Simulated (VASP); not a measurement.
# C (P1) in VASP: notebook

The runs below take C through single point, with PBE.

All numbers are computed with VASP 6.6.1; they aren't measurements. Logs are shortened: lines on timing, memory, paths and dates and some standing lists are left out, and cuts for length are marked.

**1. The cell of the first run**

The typed cell holds 16 atoms: a = 5.044 Å, b = 5.044 Å, c = 5.044 Å, α = 60.00°, β = 60.00°, γ = 60.00°.

**2. Single point, PBE**

Input file INCAR:

```
PREC = Accurate
ENCUT = 520
EDIFF = 1E-6
ISMEAR = -1
SIGMA = 0.02
LREAL = Auto
LASPH = T
NELM = 120
ALGO = Normal
ISIF = 2
LWAVE = F
LCHARG = T
GGA = PE
LELF = T
LVHAR = T
NBANDS = 46
GGA_COMPAT = F
ISYM = -1
```

Input file KPOINTS:

```
explicit points
4
Reciprocal
  0.25000000   0.25000000   0.25000000 2
  0.25000000   0.25000000   0.75000000 2
  0.25000000   0.75000000   0.25000000 2
  0.25000000   0.75000000   0.75000000 2
```

Input file POSCAR:

```
C
1.0
    3.5668000000      0.0000000000      3.5668000000
    3.5668000000      3.5668000000      0.0000000000
    0.0000000000      3.5668000000      3.5668000000
C
16
Direct
    0.2501827969      0.2199837389      0.2722263654
    0.2495343165      0.7314006953      0.2584980935
    0.7529457777      0.2355688572      0.2594617024
    0.7443526410      0.7306369855      0.2690857351
    0.2495793148      0.2250951834      0.7719298811
    0.2431723113      0.7243946955      0.7715248963
    0.7428798923      0.2330960525      0.7616395649
    0.7500128967      0.7255405405      0.7728238197
    0.3801756476      0.3559458058      0.3887886901
    0.3708952002      0.8496055288      0.3907101604
    0.8757667938      0.3548107547      0.3911455647
    0.8728650331      0.8509563194      0.3890579791
    0.3682847370      0.3512209824      0.8957552989
    0.3754530672      0.8467273186      0.8923505663
    0.8740288214      0.3524192554      0.8945528205
    0.8665314848      0.8615300830      0.8940912022
```

Potentials or basis: VASP PAW PBE potentials, release 64 (C).

Run with:

```console
> cat potpaw_PBE.64/C/POTCAR > POTCAR
> mpirun -np 1 vasp_std > vasp.out
```

OUTCAR:

```text
PREC = Accurate
   ENCUT = 520
   EDIFF = 1E-6
   ISMEAR = -1
   LREAL = Auto
   LASPH = T
   NELM = 120
   ISIF = 2
   GGA = PE
   ISYM = -1

 ion  position               nearest neighbor table
   1  0.250  0.220  0.272-  10 1.53  11 1.54  13 1.55   9 1.58
   2  0.250  0.731  0.258-  14 1.51  10 1.53   9 1.55  12 1.55
   3  0.753  0.236  0.259-  15 1.50   9 1.54  11 1.54  12 1.58
   4  0.744  0.731  0.269-  12 1.52  10 1.54  16 1.54  11 1.55
   5  0.250  0.225  0.772-  13 1.52  15 1.55  14 1.56   9 1.58
   6  0.243  0.724  0.772-  13 1.54  14 1.55  16 1.55  10 1.57
[... 8 lines left out ...]
  15  0.874  0.352  0.895-   3 1.50   8 1.54   5 1.55   7 1.58
  16  0.867  0.862  0.894-   7 1.53   8 1.54   4 1.54   6 1.55

IMPORTANT INFORMATION: All symmetrisations will be switched off!
NOSYMM: (Re-)initialisation of all symmetry stuff for point group C_1.

----------------------------------------------------------------------------------------

                                     Primitive cell

  volume of cell :      90.7541

  direct lattice vectors                    reciprocal lattice vectors
     3.566800000  0.000000000  3.566800000     0.140181675 -0.140181675  0.140181675
     3.566800000  3.566800000  0.000000000     0.140181675  0.140181675 -0.140181675
     0.000000000  3.566800000  3.566800000    -0.140181675  0.140181675  0.140181675

  length of vectors
     5.044216934  5.044216934  5.044216934     0.242801784  0.242801784  0.242801784

  position of ions in fractional coordinates (direct lattice)
     0.250182797  0.219983739  0.272226365
     0.249534316  0.731400695  0.258498094
     0.752945778  0.235568857  0.259461702
     0.744352641  0.730636985  0.269085735
     0.249579315  0.225095183  0.771929881
     0.243172311  0.724394696  0.771524896
[... 8 lines left out ...]
     0.874028821  0.352419255  0.894552821
     0.866531485  0.861530083  0.894091202

  ion indices of the primitive-cell ions
   primitive index   ion index
                 1           1
                 2           2
                 3           3
                 4           4
                 5           5
                 6           6
[... 8 lines left out ...]
                15          15
                16          16

----------------------------------------------------------------------------------------

 KPOINTS: explicit points

Read explicit list of k-points.

 Found      4 k-points:

 Following reciprocal coordinates:
            Coordinates               Weight
  0.250000  0.250000  0.250000      0.250000
  0.250000  0.250000  0.750000      0.250000
  0.250000  0.750000  0.250000      0.250000
  0.250000  0.750000  0.750000      0.250000
   k-points           NKPTS =      4   k-points in BZ     NKDIM =      4   number of bands    NBANDS=     46
   number of dos      NEDOS =    301   number of ions     NIONS =     16
   total plane-waves  NPLWV =  64000
   dimension x,y,z NGX =    40 NGY =   40 NGZ =   40
   dimension x,y,z NGXF=    80 NGYF=   80 NGZF=   80
   ions per type =              16
   NGX,Y,Z   is equivalent  to a cutoff of  13.18, 13.18, 13.18 a.u.
   NGXF,Y,Z  is equivalent  to a cutoff of  26.37, 26.37, 26.37 a.u.
 SYSTEM =  unknown system
   PREC   = accura    normal or accurate (medium, high low for compatibility)
   ISTART =      0    job   : 0-new  1-cont  2-samecut
   ICHARG =      2    charge: 1-file 2-atom 10-const
   ISPIN  =      1    spin polarized calculation?
   LNONCOLLINEAR =      F non collinear calculations
   LSORBIT =      F    spin-orbit coupling
   LASPH  =      T    aspherical Exc in radial PAW
   ENCUT  =  520.0 eV  38.22 Ry    6.18 a.u.   9.38  9.38  9.38*2*pi/ulx,y,z
   NELM   =    120;   NELMIN=  2; NELMDL= -5     # of ELM steps
   EDIFF  = 0.1E-05   stopping-criterion for ELM
   LREAL  =      T    real-space projection
   EDIFFG = 0.1E-04   stopping-criterion for IOM
   NSW    =      0    number of steps for IOM
   IBRION =     -1    ionic relax: 0-MD 1-quasi-New 2-CG
   NFREE  =      0    steps in history (QN), initial steepest desc. (CG)
   ISIF   =      2    stress and relaxation
   ISYM   =     -1    0-nonsym 1-usesym 2-fastsym
   POTIM  = 0.5000    time-step for ionic-motion
   TEBEG  =    0.0;   TEEND  =   0.0 temperature during run
   PSTRESS=    0.0 pullay stress
   NELECT =      64.0000    total number of electrons
   NUPDOWN=      -1.0000    fix difference up-down
   EMIN   =  10.00;   EMAX   =-10.00  energy-range for DOS
   EFERMI =   0.00;   METHOD = LEGACY
   ISMEAR =    -1;   SIGMA  =   0.02  broadening in eV -4-tet -1-fermi 0-gaus
   EFERMI_NEDOS =   21; number of points for ismear=-14 and -15
   IALGO  =     38    algorithm
   IMIX   =      4    mixing-type and parameters
     AMIX     =   0.40;   BMIX     =  1.00
     AMIX_MAG =   1.60;   BMIX_MAG =  1.00
  volume/ion in A,a.u.               =       5.67        38.28
  Fermi-wavevector in a.u.,A,eV,Ry     =   1.457178  2.753668 28.890189  2.123369
  Thomas-Fermi vector in A             =   2.574010
   LORBIT       =      0    0 simple, 1 ext, 2 COOP (PROOUT), +10 PAW based schemes
   GGA     = PE    functional components
   LHFCALC =     F    Hartree Fock is set to
   AEXX    =    0.0000 exact exchange contribution
   IVDW    =     0    specifies the selected vdW correction
   LEPSILON=     F    determine dielectric tensor
   LRPA    =     F    only Hartree local field effects (RPA)
 non-spin polarized calculation
  energy-cutoff  :      520.00
  volume of cell :       90.75
 maximum number of plane-waves:      2451
 NGX is ok and might be reduce to    40
   NGX = 19   NGY = 19   NGZ = 19

 number of electron      64.0000000 magnetization

 Free energy of the ion-electron system (eV)
  ---------------------------------------------------
  ext. energy  EPLUGINS =         0.00000000
  ---------------------------------------------------
  free energy    TOTEN  =      -145.23582072 eV

  energy without entropy =     -145.23582072  energy(sigma->0) =     -145.23582072

 E-fermi :   9.5863     XC(G=0): -13.2511

 val. band max:        9.1134960912   @ k =   0.2500   0.2500   0.2500
 cond. band min:      14.5866433487   @ k =   0.2500   0.2500   0.2500
 fundamental gap:      5.4731472575
 Fermi energy:         9.5863025671

 k-point     1 :       0.2500    0.2500    0.2500
  band No.  band energies     occupation
      1     -11.3260      2.00000
      2      -7.9802      2.00000
      3      -6.1129      2.00000
      4      -6.0434      2.00000
      5      -5.9753      2.00000
      6      -4.7947      2.00000
[... 36 lines left out ...]
     43      17.3453      0.00000
     44      17.4396      0.00000

 k-point     2 :       0.2500    0.2500    0.7500
  band No.  band energies     occupation
      1     -10.1918      2.00000
      2      -9.0536      2.00000
      3      -7.9373      2.00000
      4      -6.9296      2.00000
      5      -6.8551      2.00000
      6      -5.0299      2.00000
[... 36 lines left out ...]
     43      19.0673      0.00000
     44      19.1888      0.00000

 k-point     3 :       0.2500    0.7500    0.2500
  band No.  band energies     occupation
      1     -10.1840      2.00000
      2      -9.0672      2.00000
      3      -7.9475      2.00000
      4      -6.9019      2.00000
      5      -6.8619      2.00000
      6      -5.0396      2.00000
[... 36 lines left out ...]
     43      19.1122      0.00000
     44      19.1981      0.00000

 k-point     4 :       0.2500    0.7500    0.7500
  band No.  band energies     occupation
      1     -10.1845      2.00000
      2      -9.0654      2.00000
      3      -7.9484      2.00000
      4      -6.9102      2.00000
      5      -6.8550      2.00000
      6      -5.0426      2.00000
[... 36 lines left out ...]
     43      19.0262      0.00000
     44      19.1710      0.00000
 [bands above 44 left out]

------------------------ aborting loop because EDIFF is reached ----------------------------------------

  FORCE on cell =-STRESS in cart. coord.  units (eV):
  Direction    XX          YY          ZZ          XY          YZ          ZX
  --------------------------------------------------------------------------------------
  -------------------------------------------------------------------------------------
  Total        1.6083982      1.6491225      1.6229925     -1.2614769     -0.9961645     -1.2980695
  in kB       28.3947397     29.1136882     28.6523879    -22.2701750    -17.5863369    -22.9161822
  external PRESSURE =      28.7202719 kB  Pullay stress =       0.0000000 kB

 VOLUME and BASIS-vectors are now :
 -----------------------------------------------------------------------------
  energy-cutoff  :      520.00
  volume of cell :       90.75
      direct lattice vectors                 reciprocal lattice vectors
     3.566800000  0.000000000  3.566800000     0.140181675 -0.140181675  0.140181675
     3.566800000  3.566800000  0.000000000     0.140181675  0.140181675 -0.140181675
     0.000000000  3.566800000  3.566800000    -0.140181675  0.140181675  0.140181675

 POSITION                                       TOTAL-FORCE (eV/Angst)
 -----------------------------------------------------------------------------------
      1.67699      1.75562      1.86333         1.024787      0.586936     -0.499429
      3.49880      3.53077      1.81205        -1.324880      0.220175      0.793172
      3.52583      1.76567      3.61106        -1.752142     -0.092957      0.748175
      5.26099      3.56581      3.61473         0.137010     -0.432804     -0.042926
      1.69307      3.55619      3.64352         0.177028     -0.851194     -0.942910
      3.45112      5.33565      3.61922         0.563190     -0.059255     -0.412310
[... 8 lines left out ...]
      4.37450      4.44770      6.30818         0.566895     -0.492430     -0.597282
      6.16365      6.26195      6.27979        -0.317220     -1.045325      0.418333
 -----------------------------------------------------------------------------------
    total drift:                                0.006486      0.006316      0.024126

  FREE ENERGIE OF THE ION-ELECTRON SYSTEM (eV)
  ---------------------------------------------------
  free  energy   TOTEN  =      -145.2358207172 eV

  energy  without entropy=     -145.2358207172  energy(sigma->0) =     -145.23582072
```

It took 40 s on 1 thread of Intel Xeon Platinum 8259CL at 2.50GHz (Skylake/Cascade Lake), shared host; peak memory 0.23 GiB.

What came out:

| Item | Value |
| --- | --- |
| Free energy | -145.2358 eV |
| Pressure | 2.9 GPa |
| Largest force | 1.907 eV/Å |
| Band gap on the k mesh | 5.47 eV |

Forces on the atoms (eV/Å):
```
C    1.025  0.587 -0.499
C   -1.325  0.220  0.793
C   -1.752 -0.093  0.748
C    0.137 -0.433 -0.043
C    0.177 -0.851 -0.943
C    0.563 -0.059 -0.412
C    0.072  0.631  1.175
C    0.269 -0.690 -1.169
C   -1.195 -0.026 -0.204
C    0.117  0.830  0.649
C   -0.119 -0.131 -0.228
C    0.725  1.189  0.484
C    0.318  0.030  0.355
C    0.739  0.334 -0.527
C    0.567 -0.492 -0.597
C   -0.317 -1.045  0.418
```

Stress tensor (GPa, compression positive):
```
 2.84 -2.23 -2.29
-2.23  2.91 -1.76
-2.29 -1.76  2.87
```

Caveat: the atoms stand as in a frame of molecular dynamics; a shifted mesh leaves out Γ, where band edges can lie; forces of over 1 eV/Å act on the atoms, so gaps and moduli don't describe the material at rest. A k mesh can miss the band edges.

**3. Single point, PBE**

Input file INCAR:

```
SYSTEM = C
  PREC = Accurate
  ENCUT = 520
  EDIFF = 1E-6
  ISMEAR = -1
  SIGMA = 0.02
  LREAL = Auto
  LASPH = .True.
  NELM = 120
  ALGO = Normal
  ISIF = 2
  LWAVE = .False.
  LCHARG = .True.
  GGA = PE
  LELF = .True.
  LVHAR = .True.
  NBANDS = 46
  GGA_COMPAT = .False.
  ISYM = -1
```

KPOINTS is that of step 2.

Input file POSCAR:

```
C
1.0
    3.5668000000      0.0000000000      3.5668000000
    3.5668000000      3.5668000000      0.0000000000
    0.0000000000      3.5668000000      3.5668000000
C
16
Direct
    0.2523721543      0.2128591455      0.2683943591
    0.2615516710      0.7044881967      0.2784833745
    0.7615753617      0.2221730963      0.2643324549
    0.7614763934      0.7214620949      0.2722978580
    0.2669507682      0.2165041494      0.7616687227
    0.2575410732      0.7200424750      0.7756923573
    0.7532805316      0.2197367388      0.7762335987
    0.7609619267      0.7223160816      0.7683234272
    0.3876226590      0.3394007233      0.3925578950
    0.3903988169      0.8421712740      0.3879097510
    0.8783359033      0.3557167489      0.3938798082
    0.8776589660      0.8518299316      0.4024212179
    0.3827332623      0.3366894696      0.8999543008
    0.3825989683      0.8378047550      0.8988415386
    0.8904079287      0.3414915330      0.8934756645
    0.8843805372      0.8465968095      0.8976464899
```

Potentials or basis: VASP PAW PBE potentials, release 64 (C).

Run with:

```console
> cat potpaw_PBE.64/C/POTCAR > POTCAR
> mpirun -np 1 vasp_std > vasp.out
```

Wall time 39 s (1 thread of Intel Xeon Platinum 8259CL at 2.50GHz (Skylake/Cascade Lake), shared host); peak memory 0.22 GiB.

It converged, with:

```
Free energy            : -145.1191 eV
Pressure               : 3.0 GPa
Largest force          : 2.274 eV/Å
Band gap on the k mesh : 5.43 eV
```

Forces on the atoms (eV/Å):
```
C    1.090  0.770  0.865
C    1.442  0.897 -1.512
C   -0.113  0.715  0.336
C    0.085  0.189 -0.798
C   -1.356  0.735  0.475
C   -0.173 -1.508 -0.494
C    0.946 -0.650 -0.010
C   -1.073  0.377  0.561
C   -0.420 -0.338 -0.217
C   -1.579  1.234  0.493
C   -1.275 -1.122  1.097
C    0.379 -1.941  0.540
C    0.915  0.402 -0.868
C    0.843  0.246  0.448
C    0.273  0.223 -0.815
C    0.018 -0.229 -0.102
```

Stress tensor (GPa, compression positive):
```
 3.01 -2.09 -2.67
-2.09  2.89 -2.22
-2.67 -2.22  3.24
```

Levels at points of the mesh, in eV from the valence-band top:
| k point | band 30 | band 31 | band 32 | band 33 | band 34 | band 35 |
| --- | --- | --- | --- | --- | --- | --- |
| (0.25, 0.25, 0.25) | -1.70 | -0.08 | 0.00 | 5.43 | 5.49 | 5.61 |

Caveat: the cell stands under pressure; the atoms stand as in a frame of molecular dynamics; a shifted mesh leaves out Γ, where band edges can lie; forces of over 1 eV/Å act on the atoms, so gaps and moduli don't describe the material at rest.

**4. Single point, PBE**

Input file INCAR:

```
  PREC = Accurate
  ENCUT = 520
  EDIFF = 1E-6
  ISMEAR = -1
  SIGMA = 0.02
  LREAL = Auto
  LASPH = T
  NELM = 120
  ALGO = Normal
  ISIF = 2
  LWAVE = F
  LCHARG = F
  GGA = PE
  NBANDS = 46
  GGA_COMPAT = F
  ISYM = -1
```

KPOINTS is that of step 3.

Input file POSCAR:

```
C
1.0
    3.5668000000      0.0000000000      3.5668000000
    3.5668000000      3.5668000000      0.0000000000
    0.0000000000      3.5668000000      3.5668000000
C
16
Direct
    0.2443288101      0.2178908265      0.2944361893
    0.2537406078      0.7135230459      0.2870458114
    0.7537326175      0.2086274812      0.2948336044
    0.7367685320      0.7184689357      0.2943728272
    0.2555490916      0.2177662050      0.7950724739
    0.2400594370      0.7206571717      0.7881978244
    0.7403884434      0.2158793597      0.7932700179
    0.7451354155      0.7138325670      0.7820802961
    0.3731346024      0.3382487103      0.4184432825
    0.3700604183      0.8456273130      0.4153447067
    0.8667749804      0.3438146238      0.4220205787
    0.8756165190      0.8468046989      0.4077046652
    0.3779355445      0.3416422283      0.9209881406
    0.3650461198      0.8425635023      0.9199639733
    0.8723187451      0.3360114108      0.9122054783
    0.8604621790      0.8452244309      0.9146320231
```

Run with:

```console
> cat potpaw_PBE.64/C/POTCAR > POTCAR
> mpirun -np 1 vasp_std > vasp.out
```

It took 38 s on 1 thread of Intel Xeon Platinum 8259CL at 2.50GHz (Skylake/Cascade Lake), shared host; peak memory 0.23 GiB.

The run converged. Its results:

```yaml
Free_energy: -145.0982 eV
Pressure: 3.0 GPa
Largest_force: 2.392 eV/Å
Band_gap_on_the_k_mesh: 5.36 eV
```

Forces in eV/Å, atoms in the order of the input:
```
C    0.175  0.268  0.173
C   -0.720  0.739 -0.381
C    0.569  0.485 -2.065
C    1.336 -0.781  0.303
C   -1.636 -0.595 -1.640
C   -0.125  0.688  0.734
C    0.842 -0.389  0.924
C   -0.078  1.066  0.716
C    0.612  0.183  0.713
C   -0.749  0.033 -0.030
C    0.239 -0.890 -0.427
C   -1.604 -0.454  0.883
C   -0.917  0.631 -1.941
C    1.188 -1.286 -0.014
C    1.128  1.223  1.090
C   -0.259 -0.922  0.963
```

Stress tensor (GPa, compression positive):
```
 3.08 -2.16 -2.50
-2.16  3.04 -2.56
-2.50 -2.56  2.87
```

Levels at points of the mesh, in eV from the valence-band top:
| k point | band 30 | band 31 | band 32 | band 33 | band 34 | band 35 |
| --- | --- | --- | --- | --- | --- | --- |
| (0.25, 0.25, 0.25) | -1.79 | -0.20 | 0.00 | 5.36 | 5.42 | 5.58 |

Caveat: the atoms stand as in a frame of molecular dynamics; a shifted mesh leaves out Γ, where band edges can lie; forces of over 1 eV/Å act on the atoms, so gaps and moduli don't describe the material at rest. A k mesh can miss the band edges.

**5. Overview**

```tsv
cell	gap on the mesh (eV)	pressure (GPa)	largest force (eV/Å)
as given, atomic positions A	5.47	2.9	1.91
as given, atomic positions B	5.43	3.0	2.27
as given, atomic positions C	5.36	3.0	2.39
```

Alike in all rows: task single point; level PBE; potentials or basis VASP PAW PBE potentials, release 64 (C); no spin polarisation; k mesh 2 × 2 × 2, shifted; cutoff (eV) 520; smearing fermi-dirac 0.02 eV.

Caveats: the atoms stand as in a frame of molecular dynamics; a shifted mesh leaves out Γ, where band edges can lie; forces of over 1 eV/Å act on the atoms, so gaps and moduli don't describe the material at rest; the cell stands under pressure (at least some runs).

Absolute energies hang on the potentials; compare differences alone.
